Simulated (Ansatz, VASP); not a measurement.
**Si: VASP beside Ansatz**

The input INCAR:

```
SYSTEM = Si
ALGO     = Normal         ! electronic algorithm
EDIFF    = 1E-7           ! SCF threshold, eV
EDIFFG   = -0.01          ! ionic threshold
ENCUT    = 600            ! plane-wave cutoff, eV
GGA      = PE             ! functional
IBRION   = 2              ! ionic algorithm
ISIF     = 3              ! what is computed and relaxed
ISMEAR   = 0              ! smearing method
LASPH    = .TRUE.         ! aspherical terms in the spheres
LCHARG   = .FALSE.        ! write CHGCAR
LREAL    = .FALSE.        ! projectors in reciprocal space
LWAVE    = .FALSE.        ! write WAVECAR
NELM     = 60             ! most SCF steps
NSW      = 100            ! ionic steps
PREC     = Accurate       ! precision mode
SIGMA    = 0.1            ! smearing width, eV
```

KPOINTS

```
k-points
0
G
  24 24 22
  0 0 0
```

File POSCAR:

```
Si
1.0
    1.3298245618     -2.2500592092      0.0000000000
    1.3298245618      2.2500592092      0.0000000000
    0.0000000000      0.0000000000      2.4984880054
Si
1
Direct
    0.5000000000      0.5000000000      0.5000000000
```

Input for Ansatz:

```yaml
crystal:
  lattice:
    - [1.3298245618, -2.2500592092, 0.0]
    - [1.3298245618, 2.2500592092, 0.0]
    - [0.0, 0.0, 2.4984880054]
  atoms:
    - { symbol: Si, position: [0.5, 0.5, 0.5] }
basis:
  ecutwfc: 420
kpoints:
  mp_grid: { grid: [24, 24, 22] }
hamiltonian:
  xc: pbe
scf:
  occupations: { method: gaussian, width: 0.1 }
output:
  forces: true
  stress: true
  eigenvalues: true
relax:
  adjacent_minimum: "off"
  f_tol: 0.01
  max_steps: 80
  cell: { stress_tol: 0.05 }
```

Change from the starting cell: the structure that the rattled cell fell into.

Alike in both runs: task relaxation of cell and atoms; functional PBE; k mesh 24 × 24 × 22; occupations gaussian, width 0.1 eV; no spin polarisation.

|  | VASP | Ansatz |
| --- | --- | --- |
| version | VASP 6.6.1 | Ansatz 0.2.0 |
| potentials or method | VASP PAW PBE potentials, release 64 (Si), cutoff 600 eV | scalar-relativistic, plane waves, PAW |
| valence electrons in the cell | 4 | 4 |

```tsv
	VASP	Ansatz	Ansatz less VASP
gap on the k mesh at the Fermi level, each at its own relaxed structure (eV)	none	none	-
relaxed volume (Å³/atom)	15.10	15.10	+0.005
relaxed cell length with the largest relative difference (Å)	2.649	2.648	-0.0016
```

A gap of «none» marks a metal or a gap that the smearing closes.
